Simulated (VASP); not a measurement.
# Hf in VASP: notebook

The runs below take Hf through single point, with PBE.

Program: VASP 6.6.1. These are calculated values, not measurements. Logs are shortened: lines on timing, memory, paths and dates and some standing lists are left out, and cuts for length are marked.

## (1) The cell of the first run

Symmetry: P6_3/mmc, No. 194, hexagonal system. The conventional cell has a = 3.197 Å, b = 3.197 Å, c = 5.058 Å, α = 90.00°, β = 90.00°, γ = 120.00°. Within 4.1 Å of Hf (site symmetry -6m2) lie 12 Hf at 3.13 to 3.20 Å.

## (2) Single point, PBE

Input file INCAR:

```
SYSTEM = Hf
ALGO = Normal
EDIFF = 1E-7
ENCUT = 520
GGA = PE
ISIF = 2
ISMEAR = 0
LASPH = .TRUE.
LCHARG = .FALSE.
LREAL = .FALSE.
LWAVE = .FALSE.
NBANDS = 17
NELM = 100
PREC = Accurate
SIGMA = 0.016
```

Input file KPOINTS:

```
k-points
0
G
  10 10 5
  0 0 0
```

Input file POSCAR:

```
Hf
1.0
    3.1967000000      0.0000000000      0.0000000000
   -1.5983500000      2.7684234083      0.0000000000
    0.0000000000      0.0000000000      5.0578000000
Hf
2
Direct
    0.6666666667      0.3333333333      0.7500000000
    0.3333333333      0.6666666667      0.2500000000
```

Potentials or basis: VASP PAW PBE potentials, release 64 (Hf_pv).

Started as:

```sh
cat potpaw_PBE.64/Hf_pv/POTCAR > POTCAR
mpirun -np 1 vasp_std > vasp.out
```

OUTCAR:

```text
SYSTEM = Hf
   EDIFF = 1E-7
   ENCUT = 520
   GGA = PE
   ISIF = 2
   ISMEAR = 0
   LASPH = .TRUE.
   LREAL = .FALSE.
   NELM = 100
   PREC = Accurate

 ion  position               nearest neighbor table
   1  0.667  0.333  0.750-   2 3.13   2 3.13   2 3.13   2 3.13   2 3.13   2 3.13
   2  0.333  0.667  0.250-   1 3.13   1 3.13   1 3.13   1 3.13   1 3.13   1 3.13

  LATTYP: Found a hexagonal cell.
 ALAT       =     3.1967000000
 C/A-ratio  =     1.5821941377

  Lattice vectors:

 A1 = (   3.1967000000,   0.0000000000,   0.0000000000)
 A2 = (  -1.5983500000,   2.7684234083,   0.0000000000)
 A3 = (   0.0000000000,   0.0000000000,   5.0578000000)

Analysis of symmetry for initial positions (statically):
=====================================================================
 Subroutine PRICEL returns:
 Original cell was already a primitive cell.

 Routine SETGRP: Setting up the symmetry group for a
 hexagonal supercell.

 Subroutine GETGRP returns: Found 24 space group operations
 (whereof 12 operations were pure point group operations)
 out of a pool of 24 trial point group operations.

The static configuration has the point symmetry D_3d.
 The point group associated with its full space group is D_6h.

Analysis of symmetry for dynamics (positions and initial velocities):
=====================================================================
 Subroutine PRICEL returns:
 Original cell was already a primitive cell.

 Routine SETGRP: Setting up the symmetry group for a
 hexagonal supercell.

 Subroutine GETGRP returns: Found 24 space group operations
 (whereof 12 operations were pure point group operations)
 out of a pool of 24 trial point group operations.

The dynamic configuration has the point symmetry D_3d.
 The point group associated with its full space group is D_6h.

 Subroutine INISYM returns: Found 24 space group operations
 (whereof 12 operations are pure point group operations),
 and found     1 'primitive' translations

----------------------------------------------------------------------------------------

                                     Primitive cell

  volume of cell :      44.7606

  direct lattice vectors                    reciprocal lattice vectors
     3.196700000  0.000000000  0.000000000     0.312822598  0.180608211  0.000000000
    -1.598350000  2.768423408  0.000000000     0.000000000  0.361216423  0.000000000
     0.000000000  0.000000000  5.057800000     0.000000000  0.000000000  0.197714421

  length of vectors
     3.196700000  3.196700000  5.057800000     0.361216423  0.361216423  0.197714421

  position of ions in fractional coordinates (direct lattice)
     0.666666667  0.333333333  0.750000000
     0.333333333  0.666666667  0.250000000

  ion indices of the primitive-cell ions
   primitive index   ion index
                 1           1
                 2           2

----------------------------------------------------------------------------------------

 KPOINTS: k-points

Automatic generation of k-mesh.
 Grid dimensions read from file:
 generate k-points for:   10   10    5

 Generating k-lattice:

  Cartesian coordinates                     Fractional coordinates (reciprocal lattice)
     0.031282260  0.018060821  0.000000000     0.100000000 -0.000000000  0.000000000
     0.000000000  0.036121642  0.000000000     0.000000000  0.100000000  0.000000000
     0.000000000  0.000000000  0.039542884     0.000000000  0.000000000  0.200000000

  Length of vectors
     0.036121642  0.036121642  0.039542884

  Shift w.r.t. Gamma in fractional coordinates (k-lattice)
     0.000000000  0.000000000  0.000000000

 Subroutine IBZKPT returns following result:
 ===========================================

 Found     42 irreducible k-points:

 Following reciprocal coordinates:
            Coordinates               Weight
  0.000000  0.000000  0.000000      1.000000
  0.100000  0.000000  0.000000      6.000000
  0.200000  0.000000  0.000000      6.000000
  0.300000  0.000000  0.000000      6.000000
  0.400000  0.000000  0.000000      6.000000
  0.500000  0.000000  0.000000      3.000000
[... 16 lines left out ...]
  0.300000  0.100000  0.200000     24.000000
  0.400000  0.100000  0.200000     24.000000
 [... further k-points ...]
   k-points           NKPTS =     42   k-points in BZ     NKDIM =     42   number of bands    NBANDS=     17
   number of dos      NEDOS =    301   number of ions     NIONS =      2
   total plane-waves  NPLWV =  23040
   dimension x,y,z NGX =    24 NGY =   24 NGZ =   40
   dimension x,y,z NGXF=    48 NGYF=   48 NGZF=   80
   ions per type =               2
   NGX,Y,Z   is equivalent  to a cutoff of  12.48, 12.48, 13.15 a.u.
   NGXF,Y,Z  is equivalent  to a cutoff of  24.96, 24.96, 26.30 a.u.
 SYSTEM =  Hf
   PREC   = accura    normal or accurate (medium, high low for compatibility)
   ISTART =      0    job   : 0-new  1-cont  2-samecut
   ICHARG =      2    charge: 1-file 2-atom 10-const
   ISPIN  =      1    spin polarized calculation?
   LNONCOLLINEAR =      F non collinear calculations
   LSORBIT =      F    spin-orbit coupling
   LASPH  =      T    aspherical Exc in radial PAW
   ENCUT  =  520.0 eV  38.22 Ry    6.18 a.u.   5.94  5.94  9.40*2*pi/ulx,y,z
   NELM   =    100;   NELMIN=  2; NELMDL= -5     # of ELM steps
   EDIFF  = 0.1E-06   stopping-criterion for ELM
   LREAL  =      F    real-space projection
   EDIFFG = 0.1E-05   stopping-criterion for IOM
   NSW    =      0    number of steps for IOM
   IBRION =     -1    ionic relax: 0-MD 1-quasi-New 2-CG
   NFREE  =      0    steps in history (QN), initial steepest desc. (CG)
   ISIF   =      2    stress and relaxation
   ISYM   =      2    0-nonsym 1-usesym 2-fastsym
   POTIM  = 0.5000    time-step for ionic-motion
   TEBEG  =    0.0;   TEEND  =   0.0 temperature during run
   PSTRESS=    0.0 pullay stress
   NELECT =      20.0000    total number of electrons
   NUPDOWN=      -1.0000    fix difference up-down
   EMIN   =  10.00;   EMAX   =-10.00  energy-range for DOS
   EFERMI =   0.00;   METHOD = LEGACY
   ISMEAR =     0;   SIGMA  =   0.02  broadening in eV -4-tet -1-fermi 0-gaus
   EFERMI_NEDOS =   21; number of points for ismear=-14 and -15
   IALGO  =     38    algorithm
   IMIX   =      4    mixing-type and parameters
     AMIX     =   0.40;   BMIX     =  1.00
     AMIX_MAG =   1.60;   BMIX_MAG =  1.00
  volume/ion in A,a.u.               =      22.38       151.03
  Fermi-wavevector in a.u.,A,eV,Ry     =   1.251563  2.365112 21.312311  1.566411
  Thomas-Fermi vector in A             =   2.385505
   LORBIT       =      0    0 simple, 1 ext, 2 COOP (PROOUT), +10 PAW based schemes
   GGA     = PE    functional components
   LHFCALC =     F    Hartree Fock is set to
   AEXX    =    0.0000 exact exchange contribution
   IVDW    =     0    specifies the selected vdW correction
   LEPSILON=     F    determine dielectric tensor
   LRPA    =     F    only Hartree local field effects (RPA)
 non-spin polarized calculation
 Gauss-broadening in eV      SIGMA  =   0.02
  energy-cutoff  :      520.00
  volume of cell :       44.76
 maximum number of plane-waves:      1220
 NGX is ok and might be reduce to    24
   NGX = 11   NGY = 11   NGZ = 19

 number of electron      20.0000004 magnetization

 Free energy of the ion-electron system (eV)
  ---------------------------------------------------
  ext. energy  EPLUGINS =         0.00000000
  ---------------------------------------------------
  free energy    TOTEN  =       -19.84954470 eV

  energy without entropy =      -19.84919380  energy(sigma->0) =      -19.84936925

 E-fermi :   4.8971     XC(G=0): -11.2811

 val. band max:        4.8949465474   @ k =   0.1000   0.1000   0.4000
 cond. band min:       4.9106035795   @ k =   0.1000   0.1000   0.2000
 fundamental gap:      0.0156570320
 Fermi energy:         4.8971413584

 k-point     1 :       0.0000    0.0000    0.0000
  band No.  band energies     occupation
      1     -26.1587      2.00000
      2     -25.4149      2.00000
      3     -25.4149      2.00000
      4     -25.2931      2.00000
      5     -25.2873      2.00000
      6     -25.2873      2.00000
[... 9 lines left out ...]
     16       7.5541      0.00000
     17      10.2484      0.00000

 k-point     2 :       0.1000    0.0000    0.0000
  band No.  band energies     occupation
      1     -26.1330      2.00000
      2     -25.4692      2.00000
      3     -25.4331      2.00000
      4     -25.3445      2.00000
      5     -25.3049      2.00000
      6     -25.2946      2.00000
[... 9 lines left out ...]
     16       7.2798      0.00000
     17      10.4683      0.00000

 k-point     3 :       0.2000    0.0000    0.0000
  band No.  band energies     occupation
      1     -26.0610      2.00000
      2     -25.6117      2.00000
      3     -25.4890      2.00000
      4     -25.4787      2.00000
      5     -25.3408      2.00000
      6     -25.3156      2.00000
[... 9 lines left out ...]
     16       7.9633      0.00000
     17      10.8682      0.00000

 k-point     4 :       0.3000    0.0000    0.0000
  band No.  band energies     occupation
      1     -25.9574      2.00000
      2     -25.7876      2.00000
      3     -25.6581      2.00000
      4     -25.5323      2.00000
      5     -25.3994      2.00000
      6     -25.3435      2.00000
[... 9 lines left out ...]
     16       9.1296      0.00000
     17      11.1745      0.00000

 k-point     5 :       0.4000    0.0000    0.0000
  band No.  band energies     occupation
      1     -25.9292      2.00000
      2     -25.8492      2.00000
      3     -25.7884      2.00000
      4     -25.5741      2.00000
      5     -25.4710      2.00000
      6     -25.3672      2.00000
[... 9 lines left out ...]
     16      10.4231      0.00000
     17      11.3337      0.00000

 k-point     6 :       0.5000    0.0000    0.0000
  band No.  band energies     occupation
      1     -25.9829      2.00000
      2     -25.8368      2.00000
      3     -25.7932      2.00000
      4     -25.5898      2.00000
      5     -25.5130      2.00000
      6     -25.3765      2.00000
[... 9 lines left out ...]
     16      11.3797      0.00000
     17      11.8625      0.00000

 k-point     7 :       0.1000    0.1000    0.0000
  band No.  band energies     occupation
      1     -26.0841      2.00000
      2     -25.5539      2.00000
      3     -25.5013      2.00000
      4     -25.4132      2.00000
      5     -25.3289      2.00000
      6     -25.3183      2.00000
[... 9 lines left out ...]
     16       7.8122      0.00000
     17      10.6824      0.00000

 k-point     8 :       0.2000    0.1000    0.0000
  band No.  band energies     occupation
      1     -25.9958      2.00000
      2     -25.6996      2.00000
      3     -25.6284      2.00000
      4     -25.4931      2.00000
      5     -25.3766      2.00000
      6     -25.3555      2.00000
[... 9 lines left out ...]
     16       8.9270      0.00000
     17      10.9258      0.00000
[... 203 lines left out ...]
      1     -26.0062      2.00000
      2     -25.8631      2.00000
      3     -25.7135      2.00000
      4     -25.5547      2.00000
      5     -25.4516      2.00000
      6     -25.3874      2.00000
[... 9 lines left out ...]
     16      10.1732      0.00000
     17      11.1143      0.00000

 k-point    20 :       0.5000    0.0000    0.2000
  band No.  band energies     occupation
      1     -26.0407      2.00000
      2     -25.9073      2.00000
      3     -25.6924      2.00000
      4     -25.5698      2.00000
      5     -25.4808      2.00000
      6     -25.3972      2.00000
[... 9 lines left out ...]
     16      11.2725      0.00000
     17      11.5694      0.00000

 k-point    21 :       0.1000    0.1000    0.2000
  band No.  band energies     occupation
      1     -26.0276      2.00000
      2     -25.5308      2.00000
      3     -25.5278      2.00000
      4     -25.4469      2.00000
      5     -25.3403      2.00000
      6     -25.3331      2.00000
[... 9 lines left out ...]
     16       8.1835      0.00000
     17      10.6164      0.00000

 k-point    22 :       0.2000    0.1000    0.2000
  band No.  band energies     occupation
      1     -25.9775      2.00000
      2     -25.6871      2.00000
      3     -25.6339      2.00000
      4     -25.5062      2.00000
      5     -25.3828      2.00000
      6     -25.3641      2.00000
[... 9 lines left out ...]
     16       8.9282      0.00000
     17      10.7291      0.00000

 k-point    23 :       0.3000    0.1000    0.2000
  band No.  band energies     occupation
      1     -25.9671      2.00000
      2     -25.8208      2.00000
      3     -25.7040      2.00000
      4     -25.5629      2.00000
      5     -25.4377      2.00000
      6     -25.3957      2.00000
[... 9 lines left out ...]
     16       9.8288      0.00000
     17      11.0358      0.00000

 k-point    24 :       0.4000    0.1000    0.2000
  band No.  band energies     occupation
      1     -26.0127      2.00000
      2     -25.8858      2.00000
      3     -25.7028      2.00000
      4     -25.5836      2.00000
      5     -25.4894      2.00000
      6     -25.4180      2.00000
[... 9 lines left out ...]
     16      10.8524      0.00000
     17      11.6642      0.00000

 [... further k-points ...]
[... 5 lines left out ...]
  --------------------------------------------------------------------------------------
  -------------------------------------------------------------------------------------
  Total        0.0832802      0.0832802     -0.0023627      0.0000000     -0.0000000      0.0000000
  in kB        2.9809613      2.9809613     -0.0845726      0.0000000     -0.0000000      0.0000000
  external PRESSURE =       1.9591167 kB  Pullay stress =       0.0000000 kB

 VOLUME and BASIS-vectors are now :
 -----------------------------------------------------------------------------
  energy-cutoff  :      520.00
  volume of cell :       44.76
      direct lattice vectors                 reciprocal lattice vectors
     3.196700000  0.000000000  0.000000000     0.312822598  0.180608211  0.000000000
    -1.598350000  2.768423408  0.000000000     0.000000000  0.361216423  0.000000000
     0.000000000  0.000000000  5.057800000     0.000000000  0.000000000  0.197714421

 POSITION                                       TOTAL-FORCE (eV/Angst)
 -----------------------------------------------------------------------------------
      1.59835      0.92281      3.79335         0.000000     -0.000000      0.000000
     -0.00000      1.84562      1.26445        -0.000000      0.000000      0.000000
 -----------------------------------------------------------------------------------
    total drift:                               -0.000000      0.000000     -0.000000

  FREE ENERGIE OF THE ION-ELECTRON SYSTEM (eV)
  ---------------------------------------------------
  free  energy   TOTEN  =       -19.8495447026 eV

  energy  without entropy=      -19.8491937991  energy(sigma->0) =      -19.84936925
```

Run time: 25 s. Hardware: 1 thread of AMD EPYC 7R13 (Zen 3), shared host; peak memory 0.14 GiB.

What came out:

```
Free energy            : -19.8495 eV
Pressure               : 0.2 GPa
Band gap on the k mesh : zero (band 10 reaches 6.10 eV, above the bottom of band 11 at 4.60 eV)
```

Stress tensor (GPa, compression positive):
```
 0.30  0.00  0.00
 0.00  0.30  0.00
 0.00  0.00 -0.01
```

Caveat: spin-orbit coupling is left out, which moves the levels of the heavy elements.

(Part 1 of 3 ends here.)
